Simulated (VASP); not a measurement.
# InSb3 (P4mm) in VASP: single point with PBEsol

Aim: the single point of InSb3 with PBEsol.

All numbers are computed with VASP 6.6.1; they aren't measurements. Logs are shortened: lines on timing, memory, paths and dates and some standing lists are left out, and cuts for length are marked.

## 1. The cell of the first run

It takes space group P4mm (No. 99, tetragonal). Conventional cell: a = 4.728 Å, b = 4.728 Å, c = 14.685 Å, α = 90.00°, β = 90.00°, γ = 90.00°. Within 4.4 Å of In (site symmetry 4mm) lie 12 Sb at 3.34 to 3.71 Å. Within 4.4 Å of In (site symmetry 4mm) lie 12 Sb at 3.34 Å. In (site symmetry 4mm) has 12 Sb at 3.34 Å within 4.4 Å. Within 4.4 Å of Sb (site symmetry 2mm) lie 8 Sb at 3.34 to 3.71 Å and 4 In at 3.34 to 3.71 Å. Sb (site symmetry 2mm) has 4 In at 3.34 Å and 8 Sb at 3.34 Å within 4.4 Å. Sb (site symmetry 2mm) has 4 In at 3.34 Å and 8 Sb at 3.34 Å within 4.4 Å. Sb (site symmetry 4mm) has 8 Sb at 3.34 Å and 4 In at 3.34 Å within 4.4 Å. Sb (site symmetry 4mm) has 8 Sb at 3.34 Å and 4 In at 3.34 Å within 4.4 Å.

## 2. Single point, PBEsol (the distance across one plane changed)

The input, INCAR:

```
  ALGO = Fast
  EDIFF = 1E-6
  ENCUT = 520
  GGA = PS
  ISIF = 2
  ISMEAR = 0
  LASPH = True
  LCHARG = True
  LELF = True
  LREAL = False
  LVHAR = True
  LWAVE = False
  NBANDS = 54
  NELM = 60
  PREC = Accurate
  SIGMA = 0.15
```

The input, KPOINTS:

```
k-points
0
Gamma
  10 10 4
```

The input, POSCAR:

```
InSb3
1.0
    0.0000000000     -4.7282366857      0.0000000000
    0.0000000000      0.0000000000     -4.7282366857
   14.6847100570      0.0000000000      0.0000000000
In Sb
3 9
Direct
    1.0000000000      1.0000000000      0.8854389650
    1.0000000000      1.0000000000      0.2414716456
    1.0000000000      1.0000000000      0.5634553053
    0.0000000000      0.5000000000      0.0804798157
    0.0000000000      0.5000000000      0.4024634754
    0.0000000000      0.5000000000      0.7244471351
    0.5000000000      0.5000000000      0.2414716456
    0.5000000000      0.5000000000      0.5634553053
    0.5000000000      0.5000000000      0.8854389650
    0.5000000000      0.0000000000      0.0804798157
    0.5000000000      0.0000000000      0.4024634754
    0.5000000000      0.0000000000      0.7244471351
```

Potentials or basis: VASP PAW PBE potentials, release 64 (In_d, Sb).

Run with:

```sh
cat potpaw_PBE.64/In_d/POTCAR potpaw_PBE.64/Sb/POTCAR > POTCAR
mpirun -np 1 vasp_std > vasp.out
```

OUTCAR:

```text
EDIFF = 1E-6
   ENCUT = 520
   GGA = PS
   ISIF = 2
   ISMEAR = 0
   LASPH = True
   LREAL = False
   NELM = 60
   PREC = Accurate

 ion  position               nearest neighbor table
   1  0.000  0.000  0.885-   9 3.34   9 3.34   9 3.34   9 3.34   6 3.34  12 3.34  12 3.34   6 3.34
                             4 3.71  10 3.71  10 3.71   4 3.71
   2  0.000  0.000  0.241-   5 3.34  11 3.34   5 3.34  11 3.34   7 3.34   7 3.34   7 3.34   7 3.34
                             4 3.34  10 3.34  10 3.34   4 3.34
   3  0.000  0.000  0.563-   6 3.34  12 3.34   6 3.34  12 3.34   8 3.34   8 3.34   8 3.34   8 3.34
                             5 3.34  11 3.34  11 3.34   5 3.34
   4  0.000  0.500  0.080-  10 3.34  10 3.34  10 3.34  10 3.34   7 3.34   7 3.34   2 3.34   2 3.34
                             1 3.71   9 3.71   9 3.71   1 3.71
   5  0.000  0.500  0.402-   2 3.34   7 3.34   2 3.34   7 3.34  11 3.34  11 3.34  11 3.34  11 3.34
                             8 3.34   8 3.34   3 3.34   3 3.34
   6  0.000  0.500  0.724-   3 3.34   8 3.34   3 3.34   8 3.34  12 3.34  12 3.34  12 3.34  12 3.34
                             1 3.34   9 3.34   9 3.34   1 3.34
   7  0.500  0.500  0.241-   5 3.34  11 3.34  11 3.34   5 3.34   2 3.34   2 3.34   2 3.34   2 3.34
                            10 3.34   4 3.34  10 3.34   4 3.34
   8  0.500  0.500  0.563-   6 3.34  12 3.34  12 3.34   6 3.34   3 3.34   3 3.34   3 3.34   3 3.34
                            11 3.34   5 3.34  11 3.34   5 3.34
   9  0.500  0.500  0.885-   1 3.34   1 3.34   1 3.34   1 3.34  12 3.34  12 3.34   6 3.34   6 3.34
                            10 3.71   4 3.71  10 3.71   4 3.71
  10  0.500  0.000  0.080-   4 3.34   4 3.34   4 3.34   4 3.34   7 3.34   2 3.34   7 3.34   2 3.34
                             1 3.71   1 3.71   9 3.71   9 3.71
  11  0.500  0.000  0.402-   2 3.34   7 3.34   7 3.34   2 3.34   5 3.34   5 3.34   5 3.34   5 3.34
                             3 3.34   3 3.34   8 3.34   8 3.34
  12  0.500  0.000  0.724-   3 3.34   8 3.34   8 3.34   3 3.34   6 3.34   6 3.34   6 3.34   6 3.34
                             1 3.34   1 3.34   9 3.34   9 3.34

  LATTYP: Found a simple tetragonal cell.
 ALAT       =     4.7282366857
 C/A-ratio  =     3.1057476673

  Lattice vectors:

 A1 = (   0.0000000000,  -4.7282366857,   0.0000000000)
 A2 = (   0.0000000000,   0.0000000000,  -4.7282366857)
 A3 = (  14.6847100570,   0.0000000000,   0.0000000000)

Analysis of symmetry for initial positions (statically):
=====================================================================
 Subroutine PRICEL returns:
 Original cell was already a primitive cell.

 Routine SETGRP: Setting up the symmetry group for a
 simple tetragonal supercell.

 Subroutine GETGRP returns: Found  8 space group operations
 (whereof  8 operations were pure point group operations)
 out of a pool of 16 trial point group operations.

The static configuration has the point symmetry C_4v.

Analysis of symmetry for dynamics (positions and initial velocities):
=====================================================================
 Subroutine PRICEL returns:
 Original cell was already a primitive cell.

 Routine SETGRP: Setting up the symmetry group for a
 simple tetragonal supercell.

 Subroutine GETGRP returns: Found  8 space group operations
 (whereof  8 operations were pure point group operations)
 out of a pool of 16 trial point group operations.

The dynamic configuration has the point symmetry C_4v.

 Subroutine INISYM returns: Found  8 space group operations
 (whereof  8 operations are pure point group operations),
 and found     1 'primitive' translations

----------------------------------------------------------------------------------------

                                     Primitive cell

  volume of cell :     328.2946

  direct lattice vectors                    reciprocal lattice vectors
     0.000000000 -4.728236686  0.000000000     0.000000000 -0.211495335  0.000000000
     0.000000000  0.000000000 -4.728236686     0.000000000  0.000000000 -0.211495335
    14.684710057  0.000000000  0.000000000     0.068098042  0.000000000  0.000000000

  length of vectors
     4.728236686  4.728236686 14.684710057     0.211495335  0.211495335  0.068098042

  position of ions in fractional coordinates (direct lattice)
[... 40 lines left out ...]
     0.000000000  0.000000000 -0.021149533     0.000000000  0.100000000  0.000000000
     0.017024510  0.000000000  0.000000000     0.000000000  0.000000000  0.250000000

  Length of vectors
     0.021149533  0.021149533  0.017024510

  Shift w.r.t. Gamma in fractional coordinates (k-lattice)
     0.000000000  0.000000000  0.000000000

 Subroutine IBZKPT returns following result:
 ===========================================

 Found     63 irreducible k-points:

 Following reciprocal coordinates:
            Coordinates               Weight
  0.000000  0.000000  0.000000      1.000000
  0.100000  0.000000  0.000000      4.000000
  0.200000  0.000000  0.000000      4.000000
  0.300000  0.000000  0.000000      4.000000
  0.400000  0.000000  0.000000      4.000000
  0.500000  0.000000  0.000000      2.000000
[... 16 lines left out ...]
  0.100000  0.000000  0.250000      8.000000
  0.200000  0.000000  0.250000      8.000000
 [... further k-points ...]
   k-points           NKPTS =     63   k-points in BZ     NKDIM =     63   number of bands    NBANDS=     54
   number of dos      NEDOS =    301   number of ions     NIONS =     12
   total plane-waves  NPLWV = 145152
   dimension x,y,z NGX =    36 NGY =   36 NGZ =  112
   dimension x,y,z NGXF=    72 NGYF=   72 NGZF=  224
   ions per type =               3   9
   NGX,Y,Z   is equivalent  to a cutoff of  12.66, 12.66, 12.68 a.u.
   NGXF,Y,Z  is equivalent  to a cutoff of  25.32, 25.32, 25.36 a.u.
 SYSTEM =  unknown system
   PREC   = accura    normal or accurate (medium, high low for compatibility)
   ISTART =      0    job   : 0-new  1-cont  2-samecut
   ICHARG =      2    charge: 1-file 2-atom 10-const
   ISPIN  =      1    spin polarized calculation?
   LNONCOLLINEAR =      F non collinear calculations
   LSORBIT =      F    spin-orbit coupling
   LASPH  =      T    aspherical Exc in radial PAW
   ENCUT  =  520.0 eV  38.22 Ry    6.18 a.u.   8.79  8.79 27.30*2*pi/ulx,y,z
   NELM   =     60;   NELMIN=  2; NELMDL= -5     # of ELM steps
   EDIFF  = 0.1E-05   stopping-criterion for ELM
   LREAL  =      F    real-space projection
   EDIFFG = 0.1E-04   stopping-criterion for IOM
   NSW    =      0    number of steps for IOM
   IBRION =     -1    ionic relax: 0-MD 1-quasi-New 2-CG
   NFREE  =      0    steps in history (QN), initial steepest desc. (CG)
   ISIF   =      2    stress and relaxation
   ISYM   =      2    0-nonsym 1-usesym 2-fastsym
   POTIM  = 0.5000    time-step for ionic-motion
   TEBEG  =    0.0;   TEEND  =   0.0 temperature during run
   PSTRESS=    0.0 pullay stress
   NELECT =      84.0000    total number of electrons
   NUPDOWN=      -1.0000    fix difference up-down
   EMIN   =  10.00;   EMAX   =-10.00  energy-range for DOS
   EFERMI =   0.00;   METHOD = LEGACY
   ISMEAR =     0;   SIGMA  =   0.15  broadening in eV -4-tet -1-fermi 0-gaus
   EFERMI_NEDOS =   21; number of points for ismear=-14 and -15
   IALGO  =     68    algorithm
   IMIX   =      4    mixing-type and parameters
     AMIX     =   0.40;   BMIX     =  1.00
     AMIX_MAG =   1.60;   BMIX_MAG =  1.00
  volume/ion in A,a.u.               =      27.36       184.62
  Fermi-wavevector in a.u.,A,eV,Ry     =   1.039314  1.964018 14.696646  1.080173
  Thomas-Fermi vector in A             =   2.173838
   LORBIT       =      0    0 simple, 1 ext, 2 COOP (PROOUT), +10 PAW based schemes
   GGA     = PS    functional components
   LHFCALC =     F    Hartree Fock is set to
   AEXX    =    0.0000 exact exchange contribution
   IVDW    =     0    specifies the selected vdW correction
   LEPSILON=     F    determine dielectric tensor
   LRPA    =     F    only Hartree local field effects (RPA)
 non-spin polarized calculation
 RMM-DIIS sequential band-by-band and
 Gauss-broadening in eV      SIGMA  =   0.15
  energy-cutoff  :      520.00
  volume of cell :      328.29
 maximum number of plane-waves:      8884
 NGX is ok and might be reduce to    36
   NGX = 17   NGY = 17   NGZ = 55

 number of electron      84.0000027 magnetization

 Free energy of the ion-electron system (eV)
  ---------------------------------------------------
  ext. energy  EPLUGINS =         0.00000000
  ---------------------------------------------------
  free energy    TOTEN  =       -47.98942643 eV

  energy without entropy =      -47.92767853  energy(sigma->0) =      -47.95855248

 E-fermi :   7.8177     XC(G=0): -10.2321

 val. band max:        7.8155466982   @ k =   0.4000   0.4000   0.0000
 cond. band min:       7.8198426905   @ k =   0.5000   0.1000   0.2500
 fundamental gap:      0.0042959923
 Fermi energy:         7.8177290859

 k-point     1 :       0.0000    0.0000    0.0000
  band No.  band energies     occupation
      1      -6.6192      2.00000
      2      -6.6151      2.00000
      3      -6.6143      2.00000
      4      -6.6100      2.00000
      5      -6.6100      2.00000
      6      -6.6050      2.00000
[... 1357 lines left out ...]
     53       9.4622      0.00000
     54       9.6681      0.00000

 [... further k-points ...]

------------------------ aborting loop because EDIFF is reached ----------------------------------------

  FORCE on cell =-STRESS in cart. coord.  units (eV):
  Direction    XX          YY          ZZ          XY          YZ          ZX
  --------------------------------------------------------------------------------------
  -------------------------------------------------------------------------------------
  Total       -3.1441310     -2.7554524     -2.7554524      0.0000000      0.0000000      0.0000000
  in kB      -15.3443122    -13.4474426    -13.4474426      0.0000000      0.0000000      0.0000000
  external PRESSURE =     -14.0797325 kB  Pullay stress =       0.0000000 kB

 VOLUME and BASIS-vectors are now :
 -----------------------------------------------------------------------------
  energy-cutoff  :      520.00
  volume of cell :      328.29
      direct lattice vectors                 reciprocal lattice vectors
     0.000000000 -4.728236686  0.000000000     0.000000000 -0.211495335  0.000000000
     0.000000000  0.000000000 -4.728236686     0.000000000  0.000000000 -0.211495335
    14.684710057  0.000000000  0.000000000     0.068098042  0.000000000  0.000000000

 POSITION                                       TOTAL-FORCE (eV/Angst)
 -----------------------------------------------------------------------------------
     13.00241      0.00000      0.00000         0.389451      0.000000     -0.000000
      3.54594      0.00000      0.00000        -0.051366      0.000000      0.000000
      8.27418      0.00000      0.00000        -0.006953      0.000000     -0.000000
      1.18182      0.00000     -2.36412        -0.253786      0.000000      0.000000
      5.91006      0.00000     -2.36412        -0.008685      0.000000      0.000000
     10.63830      0.00000     -2.36412         0.091430      0.000000      0.000000
      3.54594     -2.36412     -2.36412        -0.149400      0.000000     -0.000000
      8.27418     -2.36412     -2.36412         0.045226      0.000000      0.000000
     13.00241     -2.36412     -2.36412         0.115123      0.000000     -0.000000
      1.18182     -2.36412      0.00000        -0.253786      0.000000      0.000000
      5.91006     -2.36412      0.00000        -0.008685      0.000000      0.000000
     10.63830     -2.36412      0.00000         0.091430      0.000000     -0.000000
 -----------------------------------------------------------------------------------
    total drift:                               -0.001822      0.000000      0.000000

  FREE ENERGIE OF THE ION-ELECTRON SYSTEM (eV)
  ---------------------------------------------------
  free  energy   TOTEN  =       -47.9894264258 eV

  energy  without entropy=      -47.9276785259  energy(sigma->0) =      -47.95855248
```

Run time: 37 min. Hardware: 1 thread of Oxide Virtual Turin-like, shared host; peak memory 0.91 GiB.

Results:

* Free energy: -47.9894 eV
* Pressure: -1.4 GPa
* Largest force: 0.389 eV/Å
* Band gap on the k mesh: zero (bands 42 and 43 overlap by 1.24 eV)

Forces in eV/Å, atoms in the order of the input:
```
In   0.389  0.000  0.000
In  -0.051  0.000  0.000
In  -0.007  0.000  0.000
Sb  -0.254  0.000  0.000
Sb  -0.009  0.000  0.000
Sb   0.091  0.000  0.000
Sb  -0.149  0.000  0.000
Sb   0.045  0.000  0.000
Sb   0.115  0.000  0.000
Sb  -0.254  0.000  0.000
Sb  -0.009  0.000  0.000
Sb   0.091  0.000  0.000
```

Levels at points of the mesh, in eV from the Fermi level:
```
           k point  band 38  band 39  band 40  band 41  band 42  band 43  band 44  band 45  band 46  band 47
(0.00, 0.00, 0.00)    -1.01    -0.92    -0.87    -0.65    -0.51     0.06     0.46     0.46     0.47     0.53
(0.50, 0.00, 0.00)    -1.56    -1.21    -1.15    -1.10    -0.82    -0.47    -0.16     0.25     0.28     0.53
(0.50, 0.50, 0.00)    -1.86    -1.36    -1.08    -1.08    -0.67     0.97     1.96     2.34     2.34     2.48
(0.00, 0.00, 0.50)    -1.00    -0.76    -0.20    -0.20    -0.11     0.11     0.11     0.20     0.81     1.15
(0.50, 0.00, 0.50)    -1.49    -1.40    -1.04    -0.86    -0.39    -0.32    -0.14     0.01     0.22     0.91
(0.50, 0.50, 0.50)    -2.23    -1.78    -0.06     0.35     0.38     0.38     0.80     0.80     2.42     2.71
```

Caveat: the cell differs from its parent crystal (the distance across one plane changed); the PAW data sets were made with another functional, which shifts forces and pressure a little; spin-orbit coupling is left out, which moves the levels of the heavy elements.
